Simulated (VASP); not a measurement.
# Co (Im-3m) in VASP: notebook

Runs on Co. Level: PBE. Tasks: single point, relaxation of cell and atoms.

Everything below comes from runs of VASP 6.6.1. Logs are shortened: lines on timing, memory, paths and dates and some standing lists are left out, and cuts for length are marked.

**1. The cell of the first run**

The structure is cubic, space group Im-3m (No. 229). The conventional cell has a = 2.805 Å, b = 2.805 Å, c = 2.805 Å, α = 90.00°, β = 90.00°, γ = 90.00°. Co (site symmetry m-3m) has 14 Co at 2.43 to 2.80 Å within 3.2 Å.

This isn't the form of Co at room conditions, which is hcp.

**2. Single point, PBE, collinear spin, ferromagnetic start**

INCAR reads:

```
SYSTEM = Co
PREC = Accurate
ENCUT = 520
EDIFF = 1E-6
ISMEAR = 0
SIGMA = 0.1
LREAL = .FALSE.
LASPH = .TRUE.
NELM = 150
ALGO = Normal
ISIF = 2
LWAVE = .FALSE.
LCHARG = .TRUE.
ISPIN = 2
MAGMOM = 3
LORBIT = 11
LMAXMIX = 4
GGA = PE
LELF = .TRUE.
LVHAR = .TRUE.
NBANDS = 14
```

KPOINTS reads:

```
regular mesh
0
G
  8 8 8
  0 0 0
```

POSCAR reads:

```
Co
1.0
   -1.4023200000      1.4023200000      1.4023200000
    1.4023200000     -1.4023200000      1.4023200000
    1.4023200000      1.4023200000     -1.4023200000
Co
1
Direct
    0.0000000000      0.0000000000      0.0000000000
```

Potentials or basis: VASP PAW PBE potentials, release 64 (Co).

Run with:

```sh
$ cat potpaw_PBE.64/Co/POTCAR > POTCAR
$ mpirun -np 1 vasp_std > vasp.out
```

OUTCAR:

```text
SYSTEM = Co
   PREC = Accurate
   ENCUT = 520
   EDIFF = 1E-6
   ISMEAR = 0
   LREAL = .FALSE.
   LASPH = .TRUE.
   NELM = 150
   ISIF = 2
   ISPIN = 2
   LORBIT = 11
   GGA = PE

 ion  position               nearest neighbor table
   1  0.000  0.000  0.000-

  LATTYP: Found a body centered cubic cell.
 ALAT       =     2.8046400000

  Lattice vectors:

 A1 = (  -1.4023200000,   1.4023200000,   1.4023200000)
 A2 = (   1.4023200000,  -1.4023200000,   1.4023200000)
 A3 = (   1.4023200000,   1.4023200000,  -1.4023200000)

Analysis of symmetry for initial positions (statically):
=====================================================================
 Subroutine PRICEL returns:
 Original cell was already a primitive cell.

 Routine SETGRP: Setting up the symmetry group for a
 body centered cubic supercell.

 Subroutine GETGRP returns: Found 48 space group operations
 (whereof 48 operations were pure point group operations)
 out of a pool of 48 trial point group operations.

The static configuration has the point symmetry O_h .

Analysis of symmetry for dynamics (positions and initial velocities):
=====================================================================
 Subroutine PRICEL returns:
 Original cell was already a primitive cell.

 Routine SETGRP: Setting up the symmetry group for a
 body centered cubic supercell.

 Subroutine GETGRP returns: Found 48 space group operations
 (whereof 48 operations were pure point group operations)
 out of a pool of 48 trial point group operations.

The dynamic configuration has the point symmetry O_h .

Analysis of structural, dynamic, and magnetic symmetry:
=====================================================================
 Subroutine PRICEL returns:
 Original cell was already a primitive cell.

 Routine SETGRP: Setting up the symmetry group for a
 body centered cubic supercell.

 Subroutine GETGRP returns: Found 48 space group operations
 (whereof 48 operations were pure point group operations)
 out of a pool of 48 trial point group operations.

The overall configuration has the point symmetry O_h .

 Subroutine INISYM returns: Found 48 space group operations
 (whereof 48 operations are pure point group operations),
 and found     1 'primitive' translations

----------------------------------------------------------------------------------------

                                     Primitive cell

  volume of cell :      11.0307

  direct lattice vectors                    reciprocal lattice vectors
    -1.402320000  1.402320000  1.402320000     0.000000000  0.356552000  0.356552000
     1.402320000 -1.402320000  1.402320000     0.356552000  0.000000000  0.356552000
     1.402320000  1.402320000 -1.402320000     0.356552000  0.356552000  0.000000000

  length of vectors
     2.428889488  2.428889488  2.428889488     0.504240673  0.504240673  0.504240673

  position of ions in fractional coordinates (direct lattice)
     0.000000000  0.000000000  0.000000000

  ion indices of the primitive-cell ions
   primitive index   ion index
                 1           1

----------------------------------------------------------------------------------------

 KPOINTS: regular mesh

Automatic generation of k-mesh.
 Grid dimensions read from file:
 generate k-points for:    8    8    8

 Generating k-lattice:

  Cartesian coordinates                     Fractional coordinates (reciprocal lattice)
     0.000000000  0.044569000  0.044569000     0.125000000  0.000000000  0.000000000
     0.044569000  0.000000000  0.044569000     0.000000000  0.125000000  0.000000000
     0.044569000  0.044569000  0.000000000     0.000000000  0.000000000  0.125000000

  Length of vectors
     0.063030084  0.063030084  0.063030084

  Shift w.r.t. Gamma in fractional coordinates (k-lattice)
     0.000000000  0.000000000  0.000000000

 Subroutine IBZKPT returns following result:
 ===========================================

 Found     29 irreducible k-points:

 Following reciprocal coordinates:
            Coordinates               Weight
  0.000000  0.000000  0.000000      1.000000
  0.125000  0.000000  0.000000     12.000000
  0.250000  0.000000  0.000000     12.000000
  0.375000  0.000000  0.000000     12.000000
  0.500000  0.000000  0.000000      6.000000
  0.125000  0.125000  0.000000     24.000000
[... 16 lines left out ...]
 -0.250000  0.250000  0.250000      6.000000
 -0.375000  0.375000  0.250000     24.000000
 [... further k-points ...]
   k-points           NKPTS =     29   k-points in BZ     NKDIM =     29   number of bands    NBANDS=     14
   number of dos      NEDOS =    301   number of ions     NIONS =      1
   total plane-waves  NPLWV =   5832
   dimension x,y,z NGX =    18 NGY =   18 NGZ =   18
   dimension x,y,z NGXF=    36 NGYF=   36 NGZF=   36
   ions per type =               1
   NGX,Y,Z   is equivalent  to a cutoff of  12.32, 12.32, 12.32 a.u.
   NGXF,Y,Z  is equivalent  to a cutoff of  24.64, 24.64, 24.64 a.u.
 SYSTEM =  Co
   PREC   = accura    normal or accurate (medium, high low for compatibility)
   ISTART =      0    job   : 0-new  1-cont  2-samecut
   ICHARG =      2    charge: 1-file 2-atom 10-const
   ISPIN  =      2    spin polarized calculation?
   LNONCOLLINEAR =      F non collinear calculations
   LSORBIT =      F    spin-orbit coupling
   LASPH  =      T    aspherical Exc in radial PAW
   ENCUT  =  520.0 eV  38.22 Ry    6.18 a.u.   4.52  4.52  4.52*2*pi/ulx,y,z
   NELM   =    150;   NELMIN=  2; NELMDL= -5     # of ELM steps
   EDIFF  = 0.1E-05   stopping-criterion for ELM
   LREAL  =      F    real-space projection
   EDIFFG = 0.1E-04   stopping-criterion for IOM
   NSW    =      0    number of steps for IOM
   IBRION =     -1    ionic relax: 0-MD 1-quasi-New 2-CG
   NFREE  =      0    steps in history (QN), initial steepest desc. (CG)
   ISIF   =      2    stress and relaxation
   ISYM   =      2    0-nonsym 1-usesym 2-fastsym
   POTIM  = 0.5000    time-step for ionic-motion
   TEBEG  =    0.0;   TEEND  =   0.0 temperature during run
   PSTRESS=    0.0 pullay stress
   NELECT =       9.0000    total number of electrons
   NUPDOWN=      -1.0000    fix difference up-down
   EMIN   =  10.00;   EMAX   =-10.00  energy-range for DOS
   EFERMI =   0.00;   METHOD = LEGACY
   ISMEAR =     0;   SIGMA  =   0.10  broadening in eV -4-tet -1-fermi 0-gaus
   EFERMI_NEDOS =   21; number of points for ismear=-14 and -15
   IALGO  =     38    algorithm
   IMIX   =      4    mixing-type and parameters
     AMIX     =   0.40;   BMIX     =  1.00
     AMIX_MAG =   1.60;   BMIX_MAG =  1.00
  volume/ion in A,a.u.               =      11.03        74.44
  Fermi-wavevector in a.u.,A,eV,Ry     =   1.529755  2.890818 31.839678  2.340150
  Thomas-Fermi vector in A             =   2.637332
   LORBIT       =     11    0 simple, 1 ext, 2 COOP (PROOUT), +10 PAW based schemes
   GGA     = PE    functional components
   LHFCALC =     F    Hartree Fock is set to
   AEXX    =    0.0000 exact exchange contribution
   IVDW    =     0    specifies the selected vdW correction
   LEPSILON=     F    determine dielectric tensor
   LRPA    =     F    only Hartree local field effects (RPA)
 spin polarized calculation
 Gauss-broadening in eV      SIGMA  =   0.10
  energy-cutoff  :      520.00
  volume of cell :       11.03
 maximum number of plane-waves:       321
   NGX =  9   NGY =  9   NGZ =  9

 number of electron       8.9999997 magnetization       1.8064959

 Free energy of the ion-electron system (eV)
  ---------------------------------------------------
  ext. energy  EPLUGINS =         0.00000000
  ---------------------------------------------------
  free energy    TOTEN  =        -6.96849018 eV

  energy without entropy =       -6.96150471  energy(sigma->0) =       -6.96499745

 E-fermi :  10.3718     XC(G=0): -13.3138

 val. band max:       10.3710674796   @ k =  -0.3750   0.3750   0.3750
 cond. band min:      10.4137907627   @ k =   0.2500   0.0000   0.0000
 fundamental gap:      0.0427232832
 Fermi energy:        10.3718488638

 spin component 1

 k-point     1 :       0.0000    0.0000    0.0000
  band No.  band energies     occupation
      1       1.1764      1.00000
      2       7.2827      1.00000
      3       7.2827      1.00000
      4       7.2827      1.00000
      5       8.3541      1.00000
      6       8.3541      1.00000
      7      35.5790      0.00000
      8      35.5790      0.00000
      9      35.5790      0.00000
     10      40.7309      0.00000
     11      40.7309      0.00000
     12      42.4882      0.00000
     13      42.4882      0.00000
     14      42.4882      0.00000
[... 375 lines left out ...]
 k-point    24 :      -0.3750    0.3750    0.2500
  band No.  band energies     occupation
      1       5.5985      1.00000
      2       6.0800      1.00000
      3       7.7090      1.00000
      4       8.0914      1.00000
      5       9.1273      1.00000
      6      11.7894      0.00000
      7      21.4405      0.00000
      8      24.5001      0.00000
      9      27.3848      0.00000
     10      30.9239      0.00000
     11      40.6202      0.00000
     12      42.9503      0.00000
     13      44.9471      0.00000
     14      47.3030      0.00000

 [... further k-points ...]

 spin component 2

 k-point     1 :       0.0000    0.0000    0.0000
  band No.  band energies     occupation
      1       1.2514      1.00000
      2       8.8835      1.00000
      3       8.8835      1.00000
      4       8.8836      1.00000
      5      10.7149      0.00000
      6      10.7149      0.00000
      7      35.3691      0.00000
      8      35.3691      0.00000
      9      35.3691      0.00000
     10      40.8337      0.00000
     11      40.8337      0.00000
     12      43.2352      0.00000
     13      43.2353      0.00000
     14      43.3558      0.00000
[... 375 lines left out ...]
 k-point    24 :      -0.3750    0.3750    0.2500
  band No.  band energies     occupation
      1       6.7133      1.00000
      2       7.8077      1.00000
      3       9.2720      1.00000
      4       9.7728      1.00000
      5      10.9077      0.00000
      6      13.0221      0.00000
      7      22.0159      0.00000
      8      24.8908      0.00000
      9      27.8583      0.00000
     10      31.2818      0.00000
     11      41.1742      0.00000
     12      43.2143      0.00000
     13      45.9069      0.00000
     14      50.5098      0.00000

 [... further k-points ...]

------------------------ aborting loop because EDIFF is reached ----------------------------------------

  FORCE on cell =-STRESS in cart. coord.  units (eV):
  Direction    XX          YY          ZZ          XY          YZ          ZX
  --------------------------------------------------------------------------------------
  -------------------------------------------------------------------------------------
  Total        0.0611499      0.0611499      0.0611499      0.0000000      0.0000000      0.0000000
  in kB        8.8818878      8.8818878      8.8818878      0.0000000      0.0000000      0.0000000
  external PRESSURE =       8.8818878 kB  Pullay stress =       0.0000000 kB

 VOLUME and BASIS-vectors are now :
 -----------------------------------------------------------------------------
  energy-cutoff  :      520.00
  volume of cell :       11.03
      direct lattice vectors                 reciprocal lattice vectors
    -1.402320000  1.402320000  1.402320000     0.000000000  0.356552000  0.356552000
     1.402320000 -1.402320000  1.402320000     0.356552000  0.000000000  0.356552000
     1.402320000  1.402320000 -1.402320000     0.356552000  0.356552000  0.000000000

 POSITION                                       TOTAL-FORCE (eV/Angst)
 -----------------------------------------------------------------------------------
      0.00000      0.00000      0.00000        -0.000000     -0.000000      0.000000
 -----------------------------------------------------------------------------------
    total drift:                                0.000000      0.000000      0.000000

  FREE ENERGIE OF THE ION-ELECTRON SYSTEM (eV)
  ---------------------------------------------------
  free  energy   TOTEN  =        -6.9684901848 eV

  energy  without entropy=       -6.9615047091  energy(sigma->0) =       -6.96499745

 total charge

# of ion       s       p       d       tot
------------------------------------------
    1        0.486   0.524   7.223   8.233

 magnetization (x)

# of ion       s       p       d       tot
------------------------------------------
    1       -0.001  -0.039   1.862   1.822
```

It took 7.6 s on 1 thread of Intel Xeon Platinum 8488C (Sapphire Rapids), shared host; peak memory 0.13 GiB.

What came out:

* Free energy: -6.9685 eV
* Pressure: 0.9 GPa
* Net moment: 1.81 μB per cell
* Site moments: Co +1.82 μB
* Valence electrons inside the program's atomic spheres: Co 8.23

Caveat: the k points lie up to 0.40 Å⁻¹ apart.

**3. Single point, PBE, collinear spin, ferromagnetic start**

This run uses another cell than the first one, of 11.09 Å³/atom.

INCAR reads:

```
PREC     = Accurate       # precision mode
ENCUT    = 520            # plane-wave cutoff, eV
EDIFF    = 1E-7           # SCF threshold, eV
ISMEAR   = 0              # smearing method
SIGMA    = 0.1            # smearing width, eV
LREAL    = F              # projectors in reciprocal space
LASPH    = T              # aspherical terms in the spheres
NELM     = 150            # most SCF steps
ALGO     = Fast           # electronic algorithm
ISIF     = 2              # what is computed and relaxed
LWAVE    = F              # write WAVECAR
LCHARG   = F              # write CHGCAR
ISPIN    = 2              # spin polarisation
MAGMOM   = 2.06           # initial moments
LORBIT   = 11             # projections on sites
LMAXMIX  = 4              # l up to which the mixer works
GGA      = PE             # functional
NBANDS   = 14             # bands
```

KPOINTS reads:

```
Automatic mesh
0
Gamma
  20 20 20
```

POSCAR reads:

```
Co
1.0
   -1.4048018194      1.4048018194      1.4048018194
    1.4048018194     -1.4048018194      1.4048018194
    1.4048018194      1.4048018194     -1.4048018194
Co
1
Direct
    0.0000000000      0.0000000000      0.0000000000
```

Potentials or basis: VASP PAW PBE potentials, release 64 (Co).

Run with:

```sh
$ cat potpaw_PBE.64/Co/POTCAR > POTCAR
$ mpirun -np 1 vasp_std > vasp.out
```

It took 54 s on 1 thread of Intel Xeon Platinum 8488C (Sapphire Rapids), shared host; peak memory 0.18 GiB.

Results (log left out):

```yaml
Free_energy: -6.9503 eV
Pressure: -0.8 GPa
Net_moment: 1.73 μB per cell
Site_moments: Co +1.75 μB
Valence_electrons_inside_the_program's_atomic_spheres: Co 8.22
```

Levels at points of the mesh, in eV from the Fermi level:
Spin up:
```csv
k point,band 1,band 2,band 3,band 4,band 5,band 6,band 7,band 8,band 9,band 10
"(0.00, 0.00, 0.00)",-9.15,-3.02,-3.02,-3.02,-1.97,-1.97,25.17,25.17,25.17,30.28
"(0.50, 0.00, 0.00)",-5.43,-3.99,-1.90,-1.81,-0.61,-0.08,6.28,18.21,19.61,23.18
"(0.50, 0.50, 0.50)",-5.33,-5.33,-0.85,-0.85,-0.85,9.37,9.37,9.37,15.02,15.02
```
Spin down:
```tsv
k point	band 1	band 2	band 3	band 4	band 5	band 6	band 7	band 8	band 9
(0.00, 0.00, 0.00)	-9.11	-1.49	-1.49	-1.49	0.34	0.34	24.92	24.92	24.92
(0.50, 0.00, 0.00)	-4.39	-2.61	-0.10	0.20	0.55	1.16	7.29	18.21	19.95
(0.50, 0.50, 0.50)	-3.77	-3.77	0.89	0.89	0.89	9.48	9.48	9.48	15.78
```

(Continued in part 2 of 2.)
